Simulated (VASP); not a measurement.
**Zn: single point with r2SCAN**

The system is Zn.

```
CELL_PARAMETERS angstrom
2.59497 0.00000 0.00000
-1.29749 2.24731 0.00000
0.00000 0.00000 4.99170
ATOMIC_POSITIONS crystal
Zn 0.33333 0.66667 0.25000
Zn 0.66667 0.33333 0.75000
```

| Item | Value |
| --- | --- |
| Program | VASP 6.6.1 |
| Task | single point |
| Functional | r2SCAN |
| Potentials or basis | VASP PAW PBE potentials, release 64 (Zn) |
| Cutoff | 520 eV |
| k mesh | 18 × 18 × 8 |
| Occupations | gaussian, width 0.1 eV |
| Spin | no spin polarisation |

- Pressure: 0.5 GPa
- Band gap on the k mesh: zero (band 12 reaches 5.09 eV, above the bottom of band 13 at -0.23 eV)

Stress tensor (GPa, compression positive):
```
0.64 0.00 0.00
0.00 0.64 0.00
0.00 0.00 0.27
```

Levels at points of the mesh, in eV from the Fermi level:
| k point | band 9 | band 10 | band 11 | band 12 | band 13 | band 14 | band 15 | band 16 |
| --- | --- | --- | --- | --- | --- | --- | --- | --- |
| (0.00, 0.00, 0.00) | -7.70 | -7.51 | -7.51 | -4.21 | -3.56 | 13.48 | 17.33 | 19.81 |
| (0.50, 0.00, 0.00) | -7.27 | -7.26 | -3.06 | -2.13 | 2.66 | 3.80 | 4.48 | 5.99 |
| (0.00, 0.00, 0.50) | -7.60 | -7.60 | -7.60 | -7.60 | 4.24 | 4.24 | 21.18 | 21.18 |
| (0.50, 0.00, 0.50) | -7.27 | -7.27 | -2.12 | -2.12 | 0.46 | 0.46 | 10.55 | 10.55 |

Wall time 4.4 min on 1 thread of Intel(R) Xeon(R) Platinum 8375C CPU @ 2.90GHz (Ice Lake), on a shared host, peak memory 0.21 GiB.

Caveat: the PAW data sets were made with another functional, which shifts forces and pressure a little.
